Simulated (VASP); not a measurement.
**PtSe2 (fluorite type): relaxation of cell and atoms with PBE**

Crystal: PtSe2 (fluorite type).

```xyz
3
Lattice="0.0000 2.8900 2.8900 2.8900 0.0000 2.8900 2.8900 2.8900 0.0000" Properties=species:S:1:pos:R:3 pbc="T T T"
Pt    0.0000    0.0000    0.0000
Se    1.4450    1.4450    1.4450
Se    4.3350    4.3350    4.3350
```

| Quantity | Value |
| --- | --- |
| Program | VASP 6.6.1 |
| Task | relaxation of cell and atoms |
| Functional | PBE |
| Potentials or basis | VASP PAW PBE potentials, release 64 (Pt, Se) |
| Cutoff | 600 eV |
| k mesh | 10 × 10 × 10 |
| Occupations | fermi-dirac, width 0.05 eV |
| Spin | no spin polarisation |
| Dipole correction | no |
| Further INCAR settings | ALGO = Normal; EDIFF = 1e-06; IBRION = 2; EDIFFG = -0.005; NSW = 100; ISIF = 3 |

```
Relaxed volume                        : 20.73 Å³/atom
Relaxed cell                          : a = 4.447 Å, b = 4.447 Å, c = 4.447 Å, α = 60.00°, β = 60.00°, γ = 60.00°
Space group after relaxing (to 0.1 Å) : Fm-3m (No. 225)
Energy gained by relaxing             : 569.6 meV/atom
Ionic steps                           : 6
Pressure after relaxing               : 0.0 GPa
Band gap on the k mesh                : zero (bands 11 and 12 overlap by 0.47 eV)
```

The path:
```
step  energy change (eV)  largest force (eV/Å)  pressure (GPa)  volume (Å³)
   1              0.0000                0.0000           50.04        48.27
   2              0.5338                0.0000          -15.64        92.59
   3             -1.6962                0.0000           -2.53        63.76
   4             -1.7075                0.0000           -0.88        62.71
   5             -1.7089                0.0000            0.04        62.18
   6             -1.7089                0.0000            0.03        62.18
```

Final structure:
```
CELL_PARAMETERS angstrom
0.00000 3.14438 3.14438
3.14438 0.00000 3.14438
3.14438 3.14438 0.00000
ATOMIC_POSITIONS crystal
Pt 0.00000 0.00000 0.00000
Se 0.25000 0.25000 0.25000
Se 0.75000 0.75000 0.75000
```

Levels at points of the mesh, in eV from the Fermi level:
| k point | band 9 | band 10 | band 11 | band 12 | band 13 | band 14 |
| --- | --- | --- | --- | --- | --- | --- |
| (0.00, 0.00, 0.00) | -1.33 | -1.33 | 0.05 | 0.05 | 0.05 | 1.50 |
| (0.50, 0.00, 0.00) | -3.74 | -3.73 | -2.53 | 0.17 | 0.17 | 4.29 |
| (0.50, 0.50, 0.00) | -3.54 | -2.69 | 0.42 | 1.25 | 1.25 | 1.75 |

It took 2.6 min on 1 thread of Intel(R) Xeon(R) Platinum 8375C CPU @ 2.90GHz (Ice Lake) (shared host), peak memory 0.24 GiB.

Caveat: the volume moved by over 15 % at a fixed basis, so the end points are rough; spin-orbit coupling is left out, which moves the levels of the heavy elements.
